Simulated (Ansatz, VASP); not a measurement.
## Ag: VASP beside Ansatz

POSCAR

```
Ag
1.0
   -0.8760623004      1.7521246009      1.7521246009
    1.7521246009     -0.8760623004      1.7521246009
    1.7521246009      1.7521246009     -0.8760623004
Ag
1
Direct
    0.0000000000      0.0000000000      0.0000000000
```

Contents of INCAR.step1:

```
  PREC = Accurate
  ENCUT = 520
  ISMEAR = 0
  SIGMA = 0.15
  LREAL = F
  LASPH = T
  NELM = 80
  NBANDS = 12
  GGA = PE
  ALGO = Normal
  EDIFF = 1E-4
  LWAVE = T
  LCHARG = F
```

INCAR.step2

```
  PREC = Accurate
  ENCUT = 520
  EDIFF = 1E-6
  ISMEAR = 0
  SIGMA = 0.15
  LREAL = F
  LASPH = T
  NELM = 80
  ALGO = Normal
  ISIF = 2
  LWAVE = F
  LCHARG = F
  METAGGA = R2SCAN
  LMIXTAU = T
  NBANDS = 12
  ISTART = 1
```

Contents of KPOINTS:

```
Automatic mesh
0
Gamma
  22 22 22
```

Input for Ansatz:

```yaml
crystal:
  lattice:
    - [-0.8760623004, 1.7521246009, 1.7521246009]
    - [1.7521246009, -0.8760623004, 1.7521246009]
    - [1.7521246009, 1.7521246009, -0.8760623004]
  atoms:
    - { symbol: Ag, position: [0.0, 0.0, 0.0] }
basis:
  ecutwfc: 500
kpoints:
  mp_grid: { grid: [22, 22, 22] }
hamiltonian:
  xc: r2scan
scf:
  occupations: { method: gaussian, width: 0.15 }
output:
  forces: true
  stress: true
  eigenvalues: true
```

Alike in both runs: task single point; functional r2SCAN; k mesh 22 × 22 × 22; occupations gaussian, width 0.15 eV; no spin polarisation.

|  | VASP | Ansatz |
| --- | --- | --- |
| version | VASP 6.6.1 | Ansatz 0.2.0 |
| potentials or method | VASP PAW PBE potentials, release 64 (Ag), cutoff 520 eV | scalar-relativistic, plane waves, PAW |
| valence electrons in the cell | 11 | 19 |

```csv
,VASP,Ansatz,Ansatz less VASP
gap on the k mesh at the Fermi level (eV),none,none,-
pressure (GPa),10.5,10.1,-0.33
```

VASP's potentials were made for PBE, not for r2SCAN. A gap of «none» marks a metal or a gap that the smearing closes. With one functional, cell and mesh, what is left measures potentials, basis and numerics. VASP's potentials hold 11 valence electrons a cell and Ansatz's 19, so a difference there can come from the potentials and not from the codes.
